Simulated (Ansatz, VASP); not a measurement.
# One calculation of Mg2O, two programs

Contents of INCAR:

```
SYSTEM = Mg2O
  ALGO = Normal
  EDIFF = 1E-6
  EDIFFG = -0.01
  ENCUT = 600
  GGA = PE
  IBRION = 2
  ISIF = 3
  ISMEAR = 0
  LASPH = .True.
  LCHARG = .False.
  LREAL = .False.
  LWAVE = .False.
  NELM = 60
  NSW = 100
  PREC = Accurate
  SIGMA = 0.1
```

File KPOINTS:

```
k-points
0
Gamma
  12 12 8
  0 0 0
```

The input POSCAR:

```
Mg2O
1.0
    3.1855493655      0.0000000000      0.0000000000
    0.0000000000      3.1855493655      0.0000000000
    0.0000000000      0.0000000000      4.8602841281
Mg O
2 1
Direct
    0.0000000000      0.5000000000      0.2495518894
    0.5000000000      0.0000000000      0.7504481106
    0.5000000000      0.5000000000      0.5000000000
```

Input for Ansatz:

```yaml
crystal:
  lattice:
    - [3.1855493655, 0.0, 0.0]
    - [0.0, 3.1855493655, 0.0]
    - [0.0, 0.0, 4.8602841281]
  atoms:
    - { symbol: Mg, position: [0.0, 0.5, 0.2495518894] }
    - { symbol: Mg, position: [0.5, 0.0, 0.7504481106] }
    - { symbol: O, position: [0.5, 0.5, 0.5] }
basis:
  ecutwfc: 420
kpoints:
  mp_grid: { grid: [12, 12, 8] }
hamiltonian:
  xc: pbe
scf:
  occupations: { method: gaussian, width: 0.1 }
output:
  forces: true
  stress: true
  eigenvalues: true
relax:
  adjacent_minimum: "off"
  f_tol: 0.01
  max_steps: 80
  cell: { stress_tol: 0.05 }
```

Alike in both runs: task relaxation of cell and atoms; functional PBE; k mesh 12 × 12 × 8; occupations gaussian, width 0.1 eV; no spin polarisation.

|  | VASP | Ansatz |
| --- | --- | --- |
| version | VASP 6.6.1 | Ansatz 0.2.0 |
| potentials or method | VASP PAW PBE potentials, release 64 (Mg, O), cutoff 600 eV | scalar-relativistic, plane waves, PAW |
| valence electrons in the cell | 10 | 26 |

```tsv
	VASP	Ansatz	Ansatz less VASP
gap on the k mesh at the Fermi level, each at its own relaxed structure (eV)	none	none	-
relaxed volume (Å³/atom)	16.36	16.45	+0.094
relaxed length of the cell vector where the two differ most in proportion (Å)	3.187	3.194	+0.0065
```

A gap of «none» marks a metal or a gap that the smearing closes. VASP's potentials hold 10 valence electrons a cell and Ansatz's 26, so a difference there can come from the potentials and not from the codes.
